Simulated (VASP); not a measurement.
# NaF (Villiaumite) (Fm-3m) in VASP: a series of runs

The runs below take NaF (Villiaumite) through single point, relaxation of cell and atoms, with PBE.

Program: VASP 6.6.1. These are calculated values, not measurements. Logs are shortened: lines on timing, memory, paths and dates and some standing lists are left out, and cuts for length are marked.

### 1 The cell of the first run

The structure is cubic, space group Fm-3m (No. 225). Conventional cell: a = 4.701 Å, b = 4.701 Å, c = 4.701 Å, α = 90.00°, β = 90.00°, γ = 90.00°. Within 3.1 Å of Na (site symmetry m-3m) lie 6 F at 2.35 Å. F (site symmetry m-3m) has 6 Na at 2.35 Å within 3.1 Å.

### 2 Single point, PBE

File INCAR:

```
SYSTEM = NaF
PREC = Accurate ; ENCUT = 600
EDIFF = 1E-6 ; ISMEAR = 0
SIGMA = 0.01 ; LREAL = .False.
LASPH = .True. ; NELM = 120
ALGO = Normal ; ISIF = 2
LWAVE = .False. ; LCHARG = .False.
GGA = PE ; NBANDS = 14
GGA_COMPAT = .False.
```

File KPOINTS:

```
Automatic mesh
0
Gamma
  6 6 6
  0 0 0
```

File POSCAR:

```
NaF
1.0
    0.0000000000      2.3505150850      2.3505150850
    2.3505150850      0.0000000000      2.3505150850
    2.3505150850      2.3505150850      0.0000000000
Na F
1 1
Direct
    0.0000000000      0.0000000000      0.0000000000
    0.5000000000      0.5000000000      0.5000000000
```

Potentials or basis: VASP PAW PBE potentials, release 64 (Na_pv, F).

Started as:

```
> cat potpaw_PBE.64/Na_pv/POTCAR potpaw_PBE.64/F/POTCAR > POTCAR
> mpirun -np 1 vasp_std > vasp.out
```

OUTCAR:

```text
SYSTEM = NaF
   PREC = Accurate
   ENCUT = 600
   EDIFF = 1E-6
   ISMEAR = 0
   LREAL = .False.
   LASPH = .True.
   NELM = 120
   ISIF = 2
   GGA = PE

 ion  position               nearest neighbor table
   1  0.000  0.000  0.000-
   2  0.500  0.500  0.500-

  LATTYP: Found a face centered cubic cell.
 ALAT       =     4.7010301700

  Lattice vectors:

 A1 = (   0.0000000000,   2.3505150850,   2.3505150850)
 A2 = (   2.3505150850,   0.0000000000,   2.3505150850)
 A3 = (   2.3505150850,   2.3505150850,   0.0000000000)

Analysis of symmetry for initial positions (statically):
=====================================================================
 Subroutine PRICEL returns:
 Original cell was already a primitive cell.

 Routine SETGRP: Setting up the symmetry group for a
 face centered cubic supercell.

 Subroutine GETGRP returns: Found 48 space group operations
 (whereof 48 operations were pure point group operations)
 out of a pool of 48 trial point group operations.

The static configuration has the point symmetry O_h .

Analysis of symmetry for dynamics (positions and initial velocities):
=====================================================================
 Subroutine PRICEL returns:
 Original cell was already a primitive cell.

 Routine SETGRP: Setting up the symmetry group for a
 face centered cubic supercell.

 Subroutine GETGRP returns: Found 48 space group operations
 (whereof 48 operations were pure point group operations)
 out of a pool of 48 trial point group operations.

The dynamic configuration has the point symmetry O_h .

 Subroutine INISYM returns: Found 48 space group operations
 (whereof 48 operations are pure point group operations),
 and found     1 'primitive' translations

----------------------------------------------------------------------------------------

                                     Primitive cell

  volume of cell :      25.9728

  direct lattice vectors                    reciprocal lattice vectors
     0.000000000  2.350515085  2.350515085    -0.212719333  0.212719333  0.212719333
     2.350515085  0.000000000  2.350515085     0.212719333 -0.212719333  0.212719333
     2.350515085  2.350515085  0.000000000     0.212719333  0.212719333 -0.212719333

  length of vectors
     3.324130312  3.324130312  3.324130312     0.368440692  0.368440692  0.368440692

  position of ions in fractional coordinates (direct lattice)
     0.000000000  0.000000000  0.000000000
     0.500000000  0.500000000  0.500000000
[... 78 lines left out ...]
   PSTRESS=    0.0 pullay stress
   NELECT =      14.0000    total number of electrons
   NUPDOWN=      -1.0000    fix difference up-down
   EMIN   =  10.00;   EMAX   =-10.00  energy-range for DOS
   EFERMI =   0.00;   METHOD = LEGACY
   ISMEAR =     0;   SIGMA  =   0.01  broadening in eV -4-tet -1-fermi 0-gaus
   EFERMI_NEDOS =   21; number of points for ismear=-14 and -15
   IALGO  =     38    algorithm
   IMIX   =      4    mixing-type and parameters
     AMIX     =   0.40;   BMIX     =  1.00
     AMIX_MAG =   1.60;   BMIX_MAG =  1.00
  volume/ion in A,a.u.               =      12.99        87.64
  Fermi-wavevector in a.u.,A,eV,Ry     =   1.332328  2.517735 24.151671  1.775098
  Thomas-Fermi vector in A             =   2.461271
   LORBIT       =      0    0 simple, 1 ext, 2 COOP (PROOUT), +10 PAW based schemes
   GGA     = PE    functional components
   LHFCALC =     F    Hartree Fock is set to
   AEXX    =    0.0000 exact exchange contribution
   IVDW    =     0    specifies the selected vdW correction
   LEPSILON=     F    determine dielectric tensor
   LRPA    =     F    only Hartree local field effects (RPA)
 non-spin polarized calculation
 Gauss-broadening in eV      SIGMA  =   0.01
  energy-cutoff  :      600.00
  volume of cell :       25.97
 maximum number of plane-waves:       893
 NGX is ok and might be reduce to    28
   NGX = 13   NGY = 13   NGZ = 13

 number of electron      14.0000002 magnetization

 Free energy of the ion-electron system (eV)
  ---------------------------------------------------
  ext. energy  EPLUGINS =         0.00000000
  ---------------------------------------------------
  free energy    TOTEN  =        -8.57119499 eV

  energy without entropy =       -8.57119499  energy(sigma->0) =       -8.57119499

 E-fermi :  -2.2260     XC(G=0):  -8.9512

 val. band max:       -2.2680466580   @ k =   0.0000   0.0000   0.0000
 cond. band min:       3.8066197814   @ k =   0.0000   0.0000   0.0000
 fundamental gap:      6.0746664394
 Fermi energy:        -2.2260206326

 k-point     1 :       0.0000    0.0000    0.0000
  band No.  band energies     occupation
      1     -21.3720      2.00000
      2     -21.3438      2.00000
      3     -21.3438      2.00000
      4     -21.3438      2.00000
      5      -2.2680      2.00000
      6      -2.2680      2.00000
      7      -2.2680      2.00000
      8       3.8066      0.00000
      9      16.4015      0.00000
     10      16.4015      0.00000
     11      16.4015      0.00000
     12      19.1798      0.00000
     13      21.3058      0.00000
     14      21.3058      0.00000
[... 241 lines left out ...]
      1     -21.6398      2.00000
      2     -21.4450      2.00000
      3     -21.4079      2.00000
      4     -20.8755      2.00000
      5      -3.2902      2.00000
      6      -2.8804      2.00000
      7      -2.7662      2.00000
      8      10.5946      0.00000
      9      10.7623      0.00000
     10      11.8640      0.00000
     11      14.9336      0.00000
     12      18.6750      0.00000
     13      23.0228      0.00000
     14      23.2807      0.00000

------------------------ aborting loop because EDIFF is reached ----------------------------------------

  FORCE on cell =-STRESS in cart. coord.  units (eV):
  Direction    XX          YY          ZZ          XY          YZ          ZX
  --------------------------------------------------------------------------------------
  -------------------------------------------------------------------------------------
  Total       -0.0402314     -0.0402314     -0.0402314      0.0000000      0.0000000     -0.0000000
  in kB       -2.4817400     -2.4817400     -2.4817400      0.0000000      0.0000000     -0.0000000
  external PRESSURE =      -2.4817400 kB  Pullay stress =       0.0000000 kB

 VOLUME and BASIS-vectors are now :
 -----------------------------------------------------------------------------
  energy-cutoff  :      600.00
  volume of cell :       25.97
      direct lattice vectors                 reciprocal lattice vectors
     0.000000000  2.350515085  2.350515085    -0.212719333  0.212719333  0.212719333
     2.350515085  0.000000000  2.350515085     0.212719333 -0.212719333  0.212719333
     2.350515085  2.350515085  0.000000000     0.212719333  0.212719333 -0.212719333

 POSITION                                       TOTAL-FORCE (eV/Angst)
 -----------------------------------------------------------------------------------
      0.00000      0.00000      0.00000         0.000000      0.000000      0.000000
      2.35052      2.35052      2.35052        -0.000000     -0.000000     -0.000000
 -----------------------------------------------------------------------------------
    total drift:                                0.000000      0.000000      0.000000

  FREE ENERGIE OF THE ION-ELECTRON SYSTEM (eV)
  ---------------------------------------------------
  free  energy   TOTEN  =        -8.5711949901 eV

  energy  without entropy=       -8.5711949901  energy(sigma->0) =       -8.57119499
```

OSZICAR:

```text
N       E                     dE             d eps       ncg     rms          rms(c)
DAV:   1     0.111807615220E+03    0.11181E+03   -0.85675E+03   472   0.135E+03
DAV:   2    -0.352203492287E+01   -0.11533E+03   -0.10834E+03   520   0.364E+02
DAV:   3    -0.942040934889E+01   -0.58984E+01   -0.58895E+01   562   0.713E+01
DAV:   4    -0.947335595851E+01   -0.52947E-01   -0.52945E-01   484   0.728E+00
DAV:   5    -0.947391865790E+01   -0.56270E-03   -0.56270E-03   568   0.757E-01    0.542E+00
DAV:   6    -0.858064689039E+01    0.89327E+00   -0.31734E+00   526   0.146E+01    0.187E+00
DAV:   7    -0.856925589202E+01    0.11391E-01   -0.33328E-02   448   0.210E+00    0.107E+00
DAV:   8    -0.857060028652E+01   -0.13444E-02   -0.31746E-02   478   0.362E+00    0.162E-01
DAV:   9    -0.857139994232E+01   -0.79966E-03   -0.52217E-03   538   0.669E-01    0.151E-01
DAV:  10    -0.857119654429E+01    0.20340E-03   -0.11566E-03   484   0.372E-01    0.158E-02
DAV:  11    -0.857119453494E+01    0.20093E-05   -0.38881E-05   508   0.900E-02    0.374E-03
DAV:  12    -0.857119499008E+01   -0.45514E-06   -0.20245E-06   508   0.173E-02
   1 F= -.85711950E+01 E0= -.85711950E+01  d E =-.167275E-11
```

It took 12 s on 1 thread of AMD EPYC 7R13, shared host; peak memory 0.12 GiB.

Results:

- Free energy: -8.5712 eV
- Pressure: -0.2 GPa
- Band gap on the k mesh: 6.07 eV, direct

A hybrid or GW would open this gap; PBE tends to underestimate it.

### 3 Relaxation of cell and atoms, PBE

This run uses another cell than the first one, of 12.49 Å³/atom, 0.962 times its volume.

File INCAR:

```
SYSTEM = NaF
PREC = Accurate ; ENCUT = 600
EDIFF = 1E-7 ; ISMEAR = 0
SIGMA = 0.01 ; LREAL = .FALSE.
LASPH = .TRUE. ; NELM = 120
ALGO = Normal ; ISIF = 3
LWAVE = .FALSE. ; LCHARG = .FALSE.
GGA = PE ; IBRION = 2
NSW = 60 ; EDIFFG = -0.02
GGA_COMPAT = .FALSE. ; NELMIN = 4
```

File KPOINTS:

```
regular mesh
0
G
  6 6 6
  0 0 0
```

File POSCAR:

```
NaF
1.0
    0.0000000000      2.3200000000      2.3200000000
    2.3200000000      0.0000000000      2.3200000000
    2.3200000000      2.3200000000      0.0000000000
Na F
1 1
Direct
    0.0000000000      0.0000000000      0.0000000000
    0.5000000000      0.5000000000      0.5000000000
```

Potentials or basis: VASP PAW PBE potentials, release 64 (Na_pv, F).

Started as:

```
> cat potpaw_PBE.64/Na_pv/POTCAR potpaw_PBE.64/F/POTCAR > POTCAR
> mpirun -np 1 vasp_std > vasp.out
```

OUTCAR:

```text
SYSTEM = NaF
   PREC = Accurate
   ENCUT = 600
   EDIFF = 1E-7
   ISMEAR = 0
   LREAL = .FALSE.
   LASPH = .TRUE.
   NELM = 120
   ISIF = 3
   GGA = PE
   IBRION = 2
   NSW = 60
   EDIFFG = -0.02
   NELMIN = 4

 ion  position               nearest neighbor table
   1  0.000  0.000  0.000-   2 2.32   2 2.32   2 2.32   2 2.32   2 2.32   2 2.32
   2  0.500  0.500  0.500-   1 2.32   1 2.32   1 2.32   1 2.32   1 2.32   1 2.32

  LATTYP: Found a face centered cubic cell.
 ALAT       =     4.6400000000

  Lattice vectors:

 A1 = (   0.0000000000,   2.3200000000,   2.3200000000)
 A2 = (   2.3200000000,   0.0000000000,   2.3200000000)
 A3 = (   2.3200000000,   2.3200000000,   0.0000000000)

Analysis of symmetry for initial positions (statically):
=====================================================================
 Subroutine PRICEL returns:
 Original cell was already a primitive cell.

 Routine SETGRP: Setting up the symmetry group for a
 face centered cubic supercell.

 Subroutine GETGRP returns: Found 48 space group operations
 (whereof 48 operations were pure point group operations)
 out of a pool of 48 trial point group operations.

The static configuration has the point symmetry O_h .

Analysis of symmetry for dynamics (positions and initial velocities):
=====================================================================
 Subroutine PRICEL returns:
 Original cell was already a primitive cell.

 Routine SETGRP: Setting up the symmetry group for a
 face centered cubic supercell.

 Subroutine GETGRP returns: Found 48 space group operations
 (whereof 48 operations were pure point group operations)
 out of a pool of 48 trial point group operations.

The dynamic configuration has the point symmetry O_h .

 Subroutine INISYM returns: Found 48 space group operations
 (whereof 48 operations are pure point group operations),
 and found     1 'primitive' translations

[... 96 lines left out ...]
   NELECT =      14.0000    total number of electrons
   NUPDOWN=      -1.0000    fix difference up-down
   EMIN   =  10.00;   EMAX   =-10.00  energy-range for DOS
   EFERMI =   0.00;   METHOD = LEGACY
   ISMEAR =     0;   SIGMA  =   0.01  broadening in eV -4-tet -1-fermi 0-gaus
   EFERMI_NEDOS =   21; number of points for ismear=-14 and -15
   IALGO  =     38    algorithm
   IMIX   =      4    mixing-type and parameters
     AMIX     =   0.40;   BMIX     =  1.00
     AMIX_MAG =   1.60;   BMIX_MAG =  1.00
  volume/ion in A,a.u.               =      12.49        84.27
  Fermi-wavevector in a.u.,A,eV,Ry     =   1.349852  2.550851 24.791186  1.822101
  Thomas-Fermi vector in A             =   2.477405
   LORBIT       =      0    0 simple, 1 ext, 2 COOP (PROOUT), +10 PAW based schemes
   GGA     = PE    functional components
   LHFCALC =     F    Hartree Fock is set to
   AEXX    =    0.0000 exact exchange contribution
   IVDW    =     0    specifies the selected vdW correction
   LEPSILON=     F    determine dielectric tensor
   LRPA    =     F    only Hartree local field effects (RPA)
 conjugate gradient relaxation of ions
 non-spin polarized calculation
 Gauss-broadening in eV      SIGMA  =   0.01
  energy-cutoff  :      600.00
  volume of cell :       24.97
 maximum number of plane-waves:       869
 NGX is ok and might be reduce to    28
   NGX = 13   NGY = 13   NGZ = 13

--------------------------------------- Ionic step        1  -------------------------------------------

 number of electron      14.0000006 magnetization

 Free energy of the ion-electron system (eV)
  ---------------------------------------------------
  ext. energy  EPLUGINS =         0.00000000
  ---------------------------------------------------
  free energy    TOTEN  =        -8.56461145 eV

  energy without entropy =       -8.56461145  energy(sigma->0) =       -8.56461145

------------------------ aborting loop because EDIFF is reached ----------------------------------------

  FORCE on cell =-STRESS in cart. coord.  units (eV):
  Direction    XX          YY          ZZ          XY          YZ          ZX
  --------------------------------------------------------------------------------------
  -------------------------------------------------------------------------------------
  Total        0.2664298      0.2664298      0.2664298      0.0000000      0.0000000      0.0000000
  in kB       17.0922597     17.0922597     17.0922597      0.0000000      0.0000000      0.0000000
  external PRESSURE =      17.0922597 kB  Pullay stress =       0.0000000 kB
[... 59 lines left out ...]
--------------------------------------- Ionic step        3  -------------------------------------------

 number of electron      14.0000003 magnetization

 Free energy of the ion-electron system (eV)
  ---------------------------------------------------
  ext. energy  EPLUGINS =         0.00000000
  ---------------------------------------------------
  free energy    TOTEN  =        -8.56921313 eV

  energy without entropy =       -8.56921313  energy(sigma->0) =       -8.56921313

 E-fermi :  -2.1632     XC(G=0):  -8.9619

 val. band max:       -2.2579351109   @ k =   0.0000   0.0000   0.0000
 cond. band min:       3.8284288702   @ k =   0.0000   0.0000   0.0000
 fundamental gap:      6.0863639811
 Fermi energy:        -2.1632089468

 k-point     1 :       0.0000    0.0000    0.0000
  band No.  band energies     occupation
      1     -21.3657      2.00000
      2     -21.3268      2.00000
      3     -21.3268      2.00000
      4     -21.3268      2.00000
      5      -2.2579      2.00000
      6      -2.2579      2.00000
      7      -2.2579      2.00000
      8       3.8284      0.00000
      9      16.4278      0.00000
     10      16.4278      0.00000
     11      16.4278      0.00000
[... 237 lines left out ...]
  FREE ENERGIE OF THE ION-ELECTRON SYSTEM (eV)
  ---------------------------------------------------
  free  energy   TOTEN  =        -8.5692131342 eV

  energy  without entropy=       -8.5692131342  energy(sigma->0) =       -8.56921313

 reached required accuracy - stopping structural energy minimisation
```

OSZICAR:

```text
N       E                     dE             d eps       ncg     rms          rms(c)
DAV:   1     0.119444563302E+03    0.11944E+03   -0.91643E+03   358   0.172E+03
DAV:   2    -0.336880938666E+01   -0.12281E+03   -0.11506E+03   372   0.386E+02
DAV:   3    -0.940291877793E+01   -0.60341E+01   -0.60212E+01   400   0.883E+01
[... 26 lines left out ...]
DAV:   3    -0.857032811133E+01    0.24872E-02   -0.56967E-03   399   0.180E+00    0.220E-01
DAV:   4    -0.856927182711E+01    0.10563E-02   -0.89314E-04   402   0.108E+00    0.344E-02
DAV:   5    -0.856922255933E+01    0.49268E-04   -0.12026E-04   427   0.190E-01    0.867E-03
DAV:   6    -0.856921320157E+01    0.93578E-05   -0.16046E-05   394   0.827E-02    0.402E-03
DAV:   7    -0.856921313420E+01    0.67377E-07   -0.82734E-07   364   0.127E-02
   3 F= -.85692131E+01 E0= -.85692131E+01  d E =-.460169E-02
```

CONTCAR:

```text
NaF
   1.00000000000000
     0.0000000000000000    2.3486934982948195    2.3486934982948195
     2.3486934982948191    0.0000000000000000    2.3486934982948195
     2.3486934982948191    2.3486934982948195   -0.0000000000000000
  Na              F
     1     1
Direct
     0.0000000000000000    0.0000000000000000    0.0000000000000000
     0.5000000000000000    0.5000000000000000    0.5000000000000000

  0.00000000E+00  0.00000000E+00  0.00000000E+00
  0.00000000E+00  0.00000000E+00  0.00000000E+00
```

Wall time 28 s (1 thread of AMD EPYC 7R13, shared host); peak memory 0.12 GiB.

Results:

```yaml
Free_energy: -8.5692 eV
Relaxed_volume: 12.96 Å³/atom
Relaxed_cell: a = 3.322 Å, b = 3.322 Å, c = 3.322 Å, α = 60.00°, β = 60.00°, γ = 60.00°
Space_group_after_relaxing_to_0.05_Å: Fm-3m (No. 225)
Energy_gained_by_relaxing: 2.3 meV/atom
Ionic_steps: 3
Pressure_after_relaxing: -0.1 GPa
Band_gap_on_the_k_mesh: 6.09 eV, direct
```

The path:
| step | energy change (eV) | largest force (eV/Å) | pressure (GPa) | volume (Å³) |
| --- | --- | --- | --- | --- |
| 1 | 0.0000 | 0.0000 | 1.71 | 24.97 |
| 2 | -0.0037 | 0.0000 | 0.75 | 25.46 |
| 3 | -0.0046 | 0.0000 | -0.13 | 25.91 |

Final structure:
```cif
data_structure
_symmetry_space_group_name_H-M 'P 1'
_symmetry_Int_Tables_number 1
_cell_length_a 3.3216
_cell_length_b 3.3216
_cell_length_c 3.3216
_cell_angle_alpha 60.000
_cell_angle_beta 60.000
_cell_angle_gamma 60.000
_cell_volume 25.91
loop_
_atom_site_label
_atom_site_type_symbol
_atom_site_fract_x
_atom_site_fract_y
_atom_site_fract_z
_atom_site_occupancy
Na1 Na 0.00000 0.00000 0.00000 1
F1 F 0.50000 0.50000 0.50000 1
```
